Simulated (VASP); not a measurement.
# HfW8C8Cl4 in VASP: a series of runs, part 2 of 2

VASP 6.6.1. The steps go on from the part before.

## Step 3: Single point, PBEsol

Contents of INCAR:

```
  PREC = Accurate
  ENCUT = 520
  EDIFF = 1E-6
  ISMEAR = 0
  SIGMA = 0.15
  LREAL = Auto
  LASPH = T
  NELM = 60
  ALGO = Normal
  ISIF = 2
  LWAVE = F
  LCHARG = F
  GGA = PS
  NBANDS = 107
```

Contents of KPOINTS:

```
regular mesh
0
Gamma
  4 4 1
```

Contents of POSCAR:

```
HfW8C8Cl4
1.0
    5.7250800000      0.0000000000      0.0000000000
   -2.8625400000      4.9580650000      0.0000000000
    0.0000000000      0.0000000000     17.2106650000
W C Hf Cl
8 8 1 4
Direct
    0.0000000000      0.0000000000      0.0581035073
    0.0000935615      0.0000512297      0.2243221863
    0.0000000504      0.5000001008      0.0581035073
    0.0000871447      0.5000212785      0.2241990649
    0.5000000000      0.0000000000      0.0581035073
    0.5000710614      0.0000478009      0.2243500760
    0.5000000504      0.5000001008      0.0581035073
    0.5000622711      0.5000124040      0.2242947614
    0.3333491483      0.1666591705      0.1347936294
    0.3334049582      0.1668665094      0.2896618463
    0.3333999916      0.6667252245      0.1347624859
    0.3331825592      0.6664297463      0.2895793974
    0.8333199127      0.1666268998      0.1347702718
    0.8337395964      0.1670407709      0.2896103085
    0.8333613383      0.6666957775      0.1347652168
    0.8335387770      0.6666614899      0.2896801489
    0.0369894846      0.7528868621      0.5813375602
    0.4735211366      0.8368855592      0.5828609760
    0.1213674804      1.1896104630      0.5806901128
   -0.1786164984      0.5320202539      0.4695116081
   -0.1776108292      0.5397555296      0.6945265625
```

Potentials or basis: VASP PAW PBE potentials, release 64 (W_sv, C, Hf_pv, Cl).

Launch:

```console
cat potpaw_PBE.64/W_sv/POTCAR potpaw_PBE.64/C/POTCAR potpaw_PBE.64/Hf_pv/POTCAR potpaw_PBE.64/Cl/POTCAR > POTCAR
mpirun -np 1 vasp_std > vasp.out
```

OUTCAR:

```text
PREC = Accurate
   ENCUT = 520
   EDIFF = 1E-6
   ISMEAR = 0
   LREAL = Auto
   LASPH = T
   NELM = 60
   ISIF = 2
   GGA = PS

 ion  position               nearest neighbor table
   1  0.000  0.000  0.058-  15 2.11  13 2.11   9 2.12   2 2.86   3 2.86   7 2.86   5 2.86   5 2.86
                             7 2.86   3 2.86
   2  0.000  0.000  0.224-  14 2.00  10 2.00  16 2.00   9 2.26  13 2.26  15 2.26   1 2.86   8 2.86
                             4 2.86   6 2.86   6 2.86   4 2.86   8 2.86
   3  0.000  0.500  0.058-  15 2.11  13 2.11  11 2.11   4 2.86   1 2.86   5 2.86   7 2.86   7 2.86
                             5 2.86   1 2.86
   4  0.000  0.500  0.224-  14 2.00  12 2.00  16 2.00  11 2.26  13 2.26  15 2.26   3 2.86   2 2.86
                             8 2.86   6 2.86   6 2.86   8 2.86   2 2.86
   5  0.500  0.000  0.058-  11 2.11  13 2.11   9 2.11   6 2.86   7 2.86   3 2.86   1 2.86   1 2.86
                             3 2.86   7 2.86
   6  0.500  0.000  0.224-  12 2.00  10 2.00  14 2.00  13 2.26   9 2.26  11 2.26   5 2.86   8 2.86
                             2 2.86   4 2.86   4 2.86   2 2.86   8 2.86
   7  0.500  0.500  0.058-  11 2.11  15 2.11   9 2.12   8 2.86   5 2.86   1 2.86   3 2.86   3 2.86
                             1 2.86   5 2.86
   8  0.500  0.500  0.224-  12 2.00  10 2.00  16 2.00   9 2.26  15 2.26  11 2.26   7 2.86   2 2.86
                             6 2.86   4 2.86   4 2.86   6 2.86   2 2.86
   9  0.333  0.167  0.135-   5 2.11   7 2.12   1 2.12   2 2.26   8 2.26   6 2.26
  10  0.333  0.167  0.290-   8 2.00   2 2.00   6 2.00
  11  0.333  0.667  0.135-   5 2.11   7 2.11   3 2.11   4 2.26   8 2.26   6 2.26
  12  0.333  0.666  0.290-   8 2.00   4 2.00   6 2.00
  13  0.833  0.167  0.135-   1 2.11   5 2.11   3 2.11   4 2.26   6 2.26   2 2.26
  14  0.834  0.167  0.290-   4 2.00   2 2.00   6 2.00
  15  0.833  0.667  0.135-   1 2.11   3 2.11   7 2.11   4 2.26   8 2.26   2 2.26
  16  0.834  0.667  0.290-   2 2.00   4 2.00   8 2.00
  17  0.037  0.753  0.581-  20 2.29  18 2.30  19 2.30  21 2.30
  18  0.474  0.837  0.583-  17 2.30
  19  0.121  0.190  0.581-  17 2.30
  20  0.821  0.532  0.470-  17 2.29
  21  0.822  0.540  0.695-  17 2.30

  LATTYP: Found a hexagonal cell.
 ALAT       =     5.7250800000
 C/A-ratio  =     3.0061876865

  Lattice vectors:

 A1 = (   5.7250800000,   0.0000000000,   0.0000000000)
 A2 = (  -2.8625400000,   4.9580650000,   0.0000000000)
[... 181 lines left out ...]
   LRPA    =     F    only Hartree local field effects (RPA)
 non-spin polarized calculation
 Gauss-broadening in eV      SIGMA  =   0.15
  energy-cutoff  :      520.00
  volume of cell :      488.53
 maximum number of plane-waves:     13217
 NGX is ok and might be reduce to    48
   NGX = 21   NGY = 21   NGZ = 65

 number of electron     181.9999991 magnetization

 Free energy of the ion-electron system (eV)
  ---------------------------------------------------
  ext. energy  EPLUGINS =         0.00000000
  ---------------------------------------------------
  free energy    TOTEN  =      -199.25841112 eV

  energy without entropy =     -199.15822112  energy(sigma->0) =     -199.20831612

 E-fermi :   2.0473     XC(G=0):  -8.2288

 val. band max:        1.9740039966   @ k =   0.0000   0.2500   0.0000
 cond. band min:       2.0901285104   @ k =   0.5000   0.2500   0.0000
 fundamental gap:      0.1161245138
 Fermi energy:         2.0472506098

 k-point     1 :       0.0000    0.0000    0.0000
  band No.  band energies     occupation
      1     -71.7697      2.00000
      2     -71.7241      2.00000
      3     -71.6978      2.00000
      4     -71.6948      2.00000
      5     -71.6914      2.00000
      6     -71.6553      2.00000
[... 1049 lines left out ...]
    102       4.5308      0.00000
    103       4.5909      0.00000
 [bands above 103 left out]

------------------------ aborting loop because EDIFF is reached ----------------------------------------

  FORCE on cell =-STRESS in cart. coord.  units (eV):
  Direction    XX          YY          ZZ          XY          YZ          ZX
  --------------------------------------------------------------------------------------
  -------------------------------------------------------------------------------------
  Total       13.9457551     14.0543126      0.6798823      0.0888444     -0.0387783     -0.0381282
  in kB       45.7363171     46.0923408      2.2297333      0.2913730     -0.1271767     -0.1250448
  external PRESSURE =      31.3527971 kB  Pullay stress =       0.0000000 kB

 VOLUME and BASIS-vectors are now :
 -----------------------------------------------------------------------------
  energy-cutoff  :      520.00
  volume of cell :      488.53
      direct lattice vectors                 reciprocal lattice vectors
     5.725080000  0.000000000  0.000000000     0.174670048  0.100845794  0.000000000
    -2.862540000  4.958065000  0.000000000     0.000000000  0.201691587  0.000000000
     0.000000000  0.000000000 17.210665000     0.000000000  0.000000000  0.058103507

 POSITION                                       TOTAL-FORCE (eV/Angst)
 -----------------------------------------------------------------------------------
      0.00000      0.00000      1.00000         0.002138      0.000214     -0.061758
      0.00039      0.00025      3.86073         0.001456      0.001622     -0.045823
     -1.43127      2.47903      1.00000        -0.000009      0.000980     -0.076071
     -1.43083      2.47914      3.85861         0.000288      0.001882     -0.049406
      2.86254      0.00000      1.00000         0.000488      0.001544     -0.063908
      2.86281      0.00024      3.86121         0.002692      0.001517     -0.045398
[... 13 lines left out ...]
      3.17956      2.63779      8.08061         0.004480      0.043496      0.072241
      3.16317      2.67614     11.95326         0.019884      0.035965     -0.075440
 -----------------------------------------------------------------------------------
    total drift:                                0.000830      0.000304      0.057208

  FREE ENERGIE OF THE ION-ELECTRON SYSTEM (eV)
  ---------------------------------------------------
  free  energy   TOTEN  =      -199.2584111177 eV

  energy  without entropy=     -199.1582211173  energy(sigma->0) =     -199.20831612
```

stdout:

```text
POSCAR found type information on POSCAR W C HfCl
 POSCAR found :  4 types and      21 ions
 scaLAPACK will be used
 -----------------------------------------------------------------------------
|                                                                             |
|                                                                             |
|     You enforced a specific xc type in the INCAR file but a different       |
|     I HOPE YOU KNOW WHAT YOU ARE DOING!                                     |
|                                                                             |
 -----------------------------------------------------------------------------

 LDA part: xc-table for (Slater+PW92), standard interpolation
 POSCAR, INCAR and KPOINTS ok, starting setup
 FFT: planning ... GRIDC
 FFT: planning ... GRID_SOFT
 FFT: planning ... GRID
 WAVECAR not read
 entering main loop
```

It took 57 min on 1 thread of Intel Xeon 8259CL, shared host; peak memory 0.83 GiB.

Results:

```yaml
Free_energy: -199.2584 eV
Largest_force: 0.107 eV/Å
Band_gap_on_the_k_mesh: zero (bands 91 and 92 overlap by 0.70 eV)
```

Forces in eV/Å, atoms in the order of the input:
```
W    0.002  0.000 -0.062
W    0.001  0.002 -0.046
W    0.000  0.001 -0.076
W    0.000  0.002 -0.049
W    0.000  0.002 -0.064
W    0.003  0.002 -0.045
W    0.003  0.000 -0.064
W    0.003  0.002 -0.048
C    0.000  0.000  0.011
C   -0.001 -0.001  0.106
C    0.001  0.000  0.013
C   -0.002 -0.001  0.105
C    0.000  0.000  0.012
C   -0.003 -0.003  0.104
C    0.000  0.000  0.011
C   -0.002 -0.003  0.105
Hf   0.017  0.012  0.003
Cl  -0.096  0.001 -0.005
Cl   0.048 -0.095 -0.007
Cl   0.004  0.043  0.072
Cl   0.020  0.036 -0.075
```

Levels at points of the mesh, in eV from the Fermi level:
| k point | band 87 | band 88 | band 89 | band 90 | band 91 | band 92 | band 93 | band 94 | band 95 | band 96 |
| --- | --- | --- | --- | --- | --- | --- | --- | --- | --- | --- |
| (0.00, 0.00, 0.00) | -0.82 | 0.34 | 0.34 | 0.60 | 0.60 | 0.60 | 1.17 | 1.38 | 1.39 | 1.39 |
| (0.50, 0.00, 0.00) | -1.20 | -1.09 | -1.08 | -0.53 | -0.53 | -0.10 | -0.10 | 1.31 | 1.31 | 1.56 |
| (0.00, 0.50, 0.00) | -1.20 | -1.09 | -1.08 | -0.53 | -0.53 | -0.10 | -0.09 | 1.31 | 1.31 | 1.56 |
| (0.50, 0.50, 0.00) | -1.20 | -1.09 | -1.08 | -0.53 | -0.52 | -0.10 | -0.10 | 1.31 | 1.31 | 1.56 |

Caveat: there is no dipole correction, which matters where the two faces differ; the PAW data sets were made with another functional, which shifts forces and pressure a little; spin-orbit coupling is left out, which moves the levels of the heavy elements.

The gap in the log of VASP goes by the Fermi energy; the results here count the filled bands.